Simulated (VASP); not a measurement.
# B32HN32 (a cell with a defect) in VASP: relaxation of the atoms with PBEsol

Aim: the relaxation of the atoms of B32HN32 (a cell with a defect) with PBEsol.

Program: VASP 6.6.1. These are calculated values, not measurements. Logs are shortened: lines on timing, memory, paths and dates and some standing lists are left out, and cuts for length are marked.

### 1 The cell of the first run

The cell holds a defect, 65 atoms: a = 7.212 Å, b = 7.212 Å, c = 7.212 Å, α = 90.00°, β = 90.00°, γ = 90.00°.

### 2 Relaxation of the atoms, PBEsol

INCAR reads:

```
SYSTEM = B32HN32
PREC = Accurate ; ENCUT = 520
EDIFF = 1E-6 ; ISMEAR = -1
SIGMA = 0.05 ; LREAL = Auto
LASPH = .True. ; NELM = 60
ALGO = Normal ; ISIF = 2
LWAVE = .False. ; LCHARG = .False.
GGA = PS ; IBRION = 2
NSW = 100 ; EDIFFG = -0.03
NELECT = 258.0 ; ISYM = 0
NCORE = 4
```

KPOINTS reads:

```
Automatic mesh
0
Gamma
  1 1 1
  0.25 0.25 0.25
```

POSCAR reads:

```
B32HN32
1.0
    7.2115910000      0.0000000000      0.0000000000
    0.0000000000      7.2115910000      0.0000000000
    0.0000000000      0.0000000000      7.2115910000
B N H
32 32 1
Direct
    0.0061050000      0.0029120000      0.9990120000
    0.9986850000      0.0031380000      0.5042510000
    0.9989860000      0.5012360000      0.0003920000
    0.9975270000      0.4975260000      0.4992010000
    0.4990730000      0.0013800000      0.9977070000
    0.4983580000      0.0014780000      0.5040550000
    0.5015100000      0.4993310000      0.9984030000
    0.4998520000      0.5014950000      0.4983940000
    0.2521250000      0.2454350000      0.9970220000
    0.2447820000      0.2520630000      0.4970860000
    0.2516970000      0.7489310000      0.9960000000
    0.2545030000      0.7512810000      0.5005000000
    0.7541060000      0.2478360000      0.0001140000
    0.7551500000      0.2465550000      0.5021360000
    0.7475930000      0.7466680000      0.0034700000
    0.7509450000      0.7519440000      0.5032170000
    0.2475810000      0.0011510000      0.2491120000
    0.2529090000      0.9942200000      0.7458580000
    0.2514390000      0.5069360000      0.2568720000
    0.2463180000      0.5004420000      0.7461520000
    0.7478780000      0.9968300000      0.2490090000
    0.7501580000      0.0001730000      0.7466930000
    0.7483810000      0.5058930000      0.2486250000
    0.7495860000      0.4965240000      0.7521540000
    0.9958320000      0.2513250000      0.2481270000
    0.0017690000      0.2511330000      0.7515150000
    0.9993470000      0.7505730000      0.2513730000
    0.9983630000      0.7491640000      0.7486780000
    0.5018850000      0.2506900000      0.2491100000
    0.5031600000      0.2475190000      0.7530400000
    0.4980840000      0.7502260000      0.2504150000
    0.5029950000      0.7527660000      0.7526670000
    0.1265600000      0.1258560000      0.1220910000
    0.1214560000      0.1278360000      0.6267710000
    0.1264730000      0.6245150000      0.1281180000
    0.1254560000      0.6271300000      0.6250960000
    0.6243650000      0.1213530000      0.1243550000
    0.6238610000      0.1237260000      0.6243220000
    0.6295660000      0.6282380000      0.1280450000
    0.6236330000      0.6276740000      0.6271480000
    0.3778210000      0.3730100000      0.1236990000
    0.3717550000      0.3768540000      0.6267280000
    0.3775820000      0.8743720000      0.1225760000
    0.3732410000      0.8733740000      0.6242400000
    0.8744610000      0.3754570000      0.1257380000
    0.8733970000      0.3708870000      0.6280830000
    0.8716380000      0.8749450000      0.1228280000
    0.8726630000      0.8739190000      0.6283360000
    0.3761840000      0.1228400000      0.3723690000
    0.3788160000      0.1316290000      0.8736620000
    0.3738100000      0.6272730000      0.3802160000
    0.3716740000      0.6233720000      0.8748590000
    0.8747910000      0.1280420000      0.3719460000
    0.8781350000      0.1202560000      0.8703200000
    0.8723220000      0.6242340000      0.3752950000
    0.8818550000      0.6237870000      0.8745670000
    0.1259990000      0.3703050000      0.3731400000
    0.1241110000      0.3821730000      0.8734810000
    0.1221100000      0.8730430000      0.3740590000
    0.1258290000      0.8762370000      0.8744160000
    0.6286240000      0.3736650000      0.3712210000
    0.6243290000      0.3729580000      0.8767770000
    0.6296130000      0.8752300000      0.3747530000
    0.6222910000      0.8735850000      0.8734190000
    0.3761030000      0.3756130000      0.3712390000
```

Potentials or basis: VASP PAW PBE potentials, release 64 (B, N, H).

Launch:

```
cat potpaw_PBE.64/B/POTCAR potpaw_PBE.64/N/POTCAR potpaw_PBE.64/H/POTCAR > POTCAR
mpirun -np 4 vasp_std > vasp.out
```

OUTCAR:

```text
SYSTEM = B32HN32
   PREC = Accurate
   ENCUT = 520
   EDIFF = 1E-6
   ISMEAR = -1
   LREAL = Auto
   LASPH = .True.
   NELM = 60
   ISIF = 2
   GGA = PS
   IBRION = 2
   NSW = 100
   EDIFFG = -0.03
   NELECT = 258.0
   ISYM = 0

 ion  position               nearest neighbor table
   1  0.006  0.003  0.999-  33 1.53  60 1.55  54 1.56  47 1.61
   2  0.999  0.003  0.504-  34 1.54  48 1.58  53 1.59  59 1.60
   3  0.999  0.501  0.000-  56 1.52  58 1.55  45 1.56  35 1.58
   4  0.998  0.498  0.499-  55 1.56  46 1.58  57 1.59  36 1.60
   5  0.499  0.001  0.998-  37 1.55  43 1.55  50 1.56  64 1.56
   6  0.498  0.001  0.504-  38 1.53  44 1.56  49 1.56  63 1.61
[... 56 lines left out ...]
  63  0.630  0.875  0.375-  21 1.52  16 1.55  31 1.59   6 1.61
  64  0.622  0.874  0.873-  32 1.50   5 1.56  22 1.59  15 1.59
  65  0.376  0.376  0.371-

IMPORTANT INFORMATION: All symmetrisations will be switched off!
NOSYMM: (Re-)initialisation of all symmetry stuff for point group C_1.

----------------------------------------------------------------------------------------

                                     Primitive cell

  volume of cell :     375.0535

  direct lattice vectors                    reciprocal lattice vectors
     7.211591000  0.000000000  0.000000000     0.138665656  0.000000000  0.000000000
     0.000000000  7.211591000  0.000000000     0.000000000  0.138665656  0.000000000
     0.000000000  0.000000000  7.211591000     0.000000000  0.000000000  0.138665656

  length of vectors
     7.211591000  7.211591000  7.211591000     0.138665656  0.138665656  0.138665656

  position of ions in fractional coordinates (direct lattice)
     0.006105000  0.002912000  0.999012000
     0.998685000  0.003138000  0.504251000
     0.998986000  0.501236000  0.000392000
     0.997527000  0.497526000  0.499201000
     0.499073000  0.001380000  0.997707000
     0.498358000  0.001478000  0.504055000
[... 57 lines left out ...]
     0.622291000  0.873585000  0.873419000
     0.376103000  0.375613000  0.371239000

  ion indices of the primitive-cell ions
   primitive index   ion index
                 1           1
                 2           2
                 3           3
                 4           4
                 5           5
                 6           6
[... 57 lines left out ...]
                64          64
                65          65

----------------------------------------------------------------------------------------

 KPOINTS: Automatic mesh

Automatic generation of k-mesh.
 Grid dimensions read from file:
 generate k-points for:    1    1    1

 Generating k-lattice:

  Cartesian coordinates                     Fractional coordinates (reciprocal lattice)
     0.138665656  0.000000000  0.000000000     1.000000000  0.000000000  0.000000000
     0.000000000  0.138665656  0.000000000     0.000000000  1.000000000  0.000000000
     0.000000000  0.000000000  0.138665656     0.000000000  0.000000000  1.000000000

  Length of vectors
     0.138665656  0.138665656  0.138665656

  Shift w.r.t. Gamma in fractional coordinates (k-lattice)
     0.250000000  0.250000000  0.250000000

 Subroutine IBZKPT returns following result:
 ===========================================

 Found      4 irreducible k-points:

 Following reciprocal coordinates:
            Coordinates               Weight
  0.250000  0.250000  0.250000      2.000000
 -0.250000  0.250000  0.250000      2.000000
 -0.250000 -0.250000  0.250000      2.000000
  0.250000 -0.250000  0.250000      2.000000
   k-points           NKPTS =      4   k-points in BZ     NKDIM =      4   number of bands    NBANDS=    162
[... 24 lines left out ...]
   ISYM   =      0    0-nonsym 1-usesym 2-fastsym
   POTIM  = 0.5000    time-step for ionic-motion
   TEBEG  =    0.0;   TEEND  =   0.0 temperature during run
   PSTRESS=    0.0 pullay stress
   NELECT =     258.0000    total number of electrons
   NUPDOWN=      -1.0000    fix difference up-down
   EMIN   =  10.00;   EMAX   =-10.00  energy-range for DOS
   EFERMI =   0.00;   METHOD = LEGACY
   ISMEAR =    -1;   SIGMA  =   0.05  broadening in eV -4-tet -1-fermi 0-gaus
   EFERMI_NEDOS =   21; number of points for ismear=-14 and -15
   IALGO  =     38    algorithm
   IMIX   =      4    mixing-type and parameters
     AMIX     =   0.40;   BMIX     =  1.00
     AMIX_MAG =   1.60;   BMIX_MAG =  1.00
  volume/ion in A,a.u.               =       5.77        38.94
  Fermi-wavevector in a.u.,A,eV,Ry     =   1.445163  2.730963 28.415733  2.088497
  Thomas-Fermi vector in A             =   2.563376
   LORBIT       =      0    0 simple, 1 ext, 2 COOP (PROOUT), +10 PAW based schemes
   GGA     = PS    functional components
   LHFCALC =     F    Hartree Fock is set to
   AEXX    =    0.0000 exact exchange contribution
   IVDW    =     0    specifies the selected vdW correction
   LEPSILON=     F    determine dielectric tensor
   LRPA    =     F    only Hartree local field effects (RPA)
 conjugate gradient relaxation of ions
 non-spin polarized calculation
  energy-cutoff  :      520.00
  volume of cell :      375.05
 maximum number of plane-waves:     10107
 NGX is ok and might be reduce to    54
   NGX = 27   NGY = 27   NGZ = 27

--------------------------------------- Ionic step        1  -------------------------------------------

 number of electron     258.0000019 magnetization

 Free energy of the ion-electron system (eV)
  ---------------------------------------------------
  ext. energy  EPLUGINS =         0.00000000
  ---------------------------------------------------
  free energy    TOTEN  =      -573.10151424 eV

  energy without entropy =     -573.10151400  energy(sigma->0) =     -573.10151412

------------------------ aborting loop because EDIFF is reached ----------------------------------------

  FORCE on cell =-STRESS in cart. coord.  units (eV):
  Direction    XX          YY          ZZ          XY          YZ          ZX
  --------------------------------------------------------------------------------------
  -------------------------------------------------------------------------------------
  Total       23.7472913     23.0511768     24.5472395     -0.1631894      0.8071935     -0.1633937
  in kB      101.4451754     98.4714695    104.8624446     -0.6971227      3.4482201     -0.6979955
  external PRESSURE =     101.5930298 kB  Pullay stress =       0.0000000 kB
[... 86 lines left out ...]
--------------------------------------- Ionic step        2  -------------------------------------------

 number of electron     258.0000006 magnetization

 E-fermi :   9.6151     XC(G=0): -13.0987

 val. band max:        8.4188554180   @ k =   0.2500  -0.2500   0.2500
 cond. band min:      12.9862573823   @ k =   0.2500  -0.2500   0.2500
 fundamental gap:      4.5674019643
 Fermi energy:         9.6150956289

 k-point     1 :       0.2500    0.2500    0.2500
  band No.  band energies     occupation
      1     -12.6043      2.00000
      2     -11.6613      2.00000
      3     -11.6228      2.00000
      4     -11.5411      2.00000
      5     -10.7207      2.00000
      6     -10.6474      2.00000
[... 565 lines left out ...]
    140      15.5155      0.00000
    141      15.5236      0.00000
 [bands above 141 left out]

------------------------ aborting loop because EDIFF is reached ----------------------------------------

  FORCE on cell =-STRESS in cart. coord.  units (eV):
  Direction    XX          YY          ZZ          XY          YZ          ZX
  --------------------------------------------------------------------------------------
  -------------------------------------------------------------------------------------
  Total       28.0941196     28.0498677     28.7901746      0.0168205     -1.4588833      0.7818944
  in kB      120.0142306    119.8251923    122.9876820      0.0718548     -6.2321495      3.3401459
  external PRESSURE =     120.9423683 kB  Pullay stress =       0.0000000 kB
[... 179 lines left out ...]
  FREE ENERGIE OF THE ION-ELECTRON SYSTEM (eV)
  ---------------------------------------------------
  free  energy   TOTEN  =      -574.9702240445 eV

  energy  without entropy=     -574.9702240444  energy(sigma->0) =     -574.97022404

[... ionic steps 4 to 9 ...]

--------------------------------------- Ionic step       10  -------------------------------------------

 number of electron     258.0000099 magnetization

------------------------ aborting loop because EDIFF is reached ----------------------------------------
[... 193 lines left out ...]
--------------------------------------- Ionic step       12  -------------------------------------------

 number of electron     258.0000099 magnetization

 Free energy of the ion-electron system (eV)
  ---------------------------------------------------
  ext. energy  EPLUGINS =         0.00000000
  ---------------------------------------------------
  free energy    TOTEN  =      -575.16986731 eV

  energy without entropy =     -575.16986731  energy(sigma->0) =     -575.16986731

 E-fermi :  10.9356     XC(G=0): -13.1017

 val. band max:        9.7447979796   @ k =   0.2500  -0.2500   0.2500
 cond. band min:      12.9583179720   @ k =   0.2500  -0.2500   0.2500
 fundamental gap:      3.2135199924
 Fermi energy:        10.9355885845

 k-point     1 :       0.2500    0.2500    0.2500
  band No.  band energies     occupation
      1     -12.5259      2.00000
      2     -11.5298      2.00000
      3     -11.5287      2.00000
      4     -11.5209      2.00000
      5     -10.5851      2.00000
      6     -10.5805      2.00000
[... 565 lines left out ...]
    140      15.6978      0.00000
    141      15.7080      0.00000
 [bands above 141 left out]

------------------------ aborting loop because EDIFF is reached ----------------------------------------

  FORCE on cell =-STRESS in cart. coord.  units (eV):
  Direction    XX          YY          ZZ          XY          YZ          ZX
  --------------------------------------------------------------------------------------
  -------------------------------------------------------------------------------------
  Total       22.3831890     22.3856818     22.3735433      0.1021465      0.0977494     -0.1652336
  in kB       95.6179173     95.6285662     95.5767122      0.4363558      0.4175722     -0.7058555
  external PRESSURE =      95.6077319 kB  Pullay stress =       0.0000000 kB
[... 80 lines left out ...]
  FREE ENERGIE OF THE ION-ELECTRON SYSTEM (eV)
  ---------------------------------------------------
  free  energy   TOTEN  =      -575.1698673090 eV

  energy  without entropy=     -575.1698673089  energy(sigma->0) =     -575.16986731

 reached required accuracy - stopping structural energy minimisation
```

Run time: 16 min. Hardware: 4 MPI ranks of AMD EPYC 7R13 (Zen 3), shared host; peak memory 0.21 GiB.

What came out:

```yaml
Free_energy: -575.1699 eV
Energy_gained_by_relaxing: 31.8 meV/atom
Ionic_steps: 12
Largest_force_after_relaxing: 0.026 eV/Å
```

Forces in eV/Å, atoms in the order of the input:
```
B    0.011  0.004  0.006
B   -0.002 -0.004  0.004
B   -0.003  0.000 -0.007
B   -0.008 -0.009 -0.013
B   -0.003 -0.001 -0.006
B   -0.007  0.003  0.000
B   -0.008 -0.012 -0.007
B   -0.003 -0.003 -0.001
B   -0.009 -0.003  0.000
B   -0.008 -0.004 -0.002
B   -0.009  0.010 -0.012
B    0.003  0.006  0.002
B    0.009  0.000 -0.010
B    0.012  0.004  0.000
B    0.003  0.001  0.002
B    0.013  0.019  0.002
B   -0.010 -0.001 -0.002
B   -0.015 -0.002  0.009
B    0.001 -0.020  0.017
B   -0.002 -0.010  0.010
B    0.009  0.000 -0.019
B    0.004  0.009 -0.004
B    0.009 -0.002 -0.009
B    0.007 -0.011  0.011
B   -0.002  0.000  0.001
B   -0.003 -0.001  0.012
B   -0.001  0.013 -0.010
B    0.008  0.001 -0.003
B   -0.007 -0.002  0.000
B   -0.006  0.004  0.013
B   -0.006  0.011  0.000
B    0.003  0.012  0.002
N    0.003 -0.011  0.002
N    0.002  0.006 -0.007
N    0.001 -0.001  0.001
N    0.004  0.002 -0.006
N   -0.007 -0.011  0.003
N   -0.004  0.003 -0.005
N    0.001 -0.001 -0.002
N    0.000  0.000 -0.007
N    0.018  0.009  0.001
N    0.004  0.003 -0.001
N    0.007 -0.005 -0.001
N    0.006 -0.006 -0.004
N   -0.010  0.011  0.001
N   -0.015  0.005  0.003
N   -0.006 -0.003 -0.005
N   -0.007 -0.004 -0.008
N    0.012 -0.004  0.009
N    0.009  0.003  0.005
N    0.016  0.004  0.003
N    0.003 -0.006  0.001
N   -0.009 -0.008  0.004
N   -0.004 -0.003 -0.002
N   -0.002  0.000  0.005
N   -0.001  0.001  0.000
N   -0.005  0.003  0.013
N    0.002  0.007 -0.007
N    0.002 -0.005  0.006
N    0.008 -0.012  0.002
N    0.002  0.001  0.002
N   -0.007  0.021 -0.006
N    0.009 -0.002  0.011
N   -0.005  0.000 -0.002
H   -0.004 -0.006  0.005
```

The path:
| step | energy change (eV) | largest force (eV/Å) | pressure (GPa) |
| --- | --- | --- | --- |
| 1 | 0.0000 | 3.6985 | 10.16 |
| 2 | 0.9954 | 4.9356 | 12.09 |
| 3 | -1.8687 | 0.8463 | 9.62 |
| 4 | -1.9685 | 0.7810 | 9.62 |
| 5 | -2.0300 | 0.3408 | 9.57 |
| 6 | -2.0539 | 0.2784 | 9.59 |
| 7 | -2.0588 | 0.1648 | 9.58 |
| 8 | -2.0656 | 0.0950 | 9.56 |
| 9 | -2.0657 | 0.0832 | 9.56 |
| 10 | -2.0679 | 0.0424 | 9.56 |
| 11 | -2.0679 | 0.0419 | 9.56 |
| 12 | -2.0684 | 0.0257 | 9.56 |

Final structure:
```
B N H
1.0
     7.21159    0.00000    0.00000
     0.00000    7.21159    0.00000
     0.00000    0.00000    7.21159
B N H
32 32 1
Direct
  0.00015 0.00002 0.99983
  0.00051 0.00042 0.50004
  0.00081 0.50042 0.00047
  0.99798 0.49993 0.49975
  0.50043 0.00042 0.00019
  0.50003 0.99805 0.49965
  0.50010 0.49993 0.99754
  0.49421 0.49439 0.49387
  0.25039 0.25021 0.99751
  0.25534 0.25546 0.49449
  0.24980 0.74943 0.00051
  0.25028 0.75242 0.49967
  0.74983 0.24982 0.00023
  0.75223 0.25020 0.49966
  0.75020 0.75003 0.99988
  0.74968 0.74955 0.50010
  0.25030 0.99807 0.24991
  0.24998 0.00037 0.74948
  0.25779 0.49260 0.25733
  0.25028 0.50000 0.75190
  0.74984 0.00038 0.24969
  0.75015 0.00000 0.74986
  0.75228 0.49993 0.24999
  0.74979 0.50035 0.74941
  0.99796 0.25021 0.24998
  0.00056 0.24983 0.74943
  0.00080 0.74939 0.24951
  0.00013 0.75005 0.74992
  0.49484 0.25553 0.25498
  0.50006 0.25018 0.75181
  0.50002 0.75236 0.24998
  0.50040 0.74960 0.74942
  0.12520 0.12519 0.12481
  0.12481 0.12459 0.62527
  0.12486 0.62535 0.12453
  0.12518 0.62507 0.62480
  0.62565 0.12465 0.12447
  0.62515 0.12509 0.62476
  0.62510 0.62503 0.12489
  0.62555 0.62537 0.62527
  0.37556 0.37466 0.11512
  0.37502 0.37500 0.63375
  0.37516 0.87518 0.12359
  0.37516 0.87520 0.62611
  0.87519 0.37503 0.12360
  0.87516 0.37504 0.62608
  0.87520 0.87505 0.12481
  0.87515 0.87504 0.62496
  0.37511 0.11639 0.37476
  0.37518 0.12374 0.87469
  0.37540 0.63496 0.37511
  0.37517 0.62632 0.87479
  0.87513 0.12380 0.37483
  0.87517 0.12495 0.87483
  0.87514 0.62627 0.37485
  0.87517 0.62512 0.87487
  0.11562 0.37469 0.37520
  0.12394 0.37505 0.87479
  0.12391 0.87518 0.37480
  0.12506 0.87509 0.87485
  0.63415 0.37501 0.37470
  0.62651 0.37497 0.87474
  0.62640 0.87516 0.37481
  0.62529 0.87504 0.87485
  0.37459 0.37633 0.37400
```

Caveat: the k points lie up to 0.87 Å⁻¹ apart; the cell carries a net charge on a neutralising background, which shifts energy and pressure; the cell is charged against a uniform background, so pressure and absolute levels hang on convention; the PAW data sets were made with another functional, which shifts forces and pressure a little.
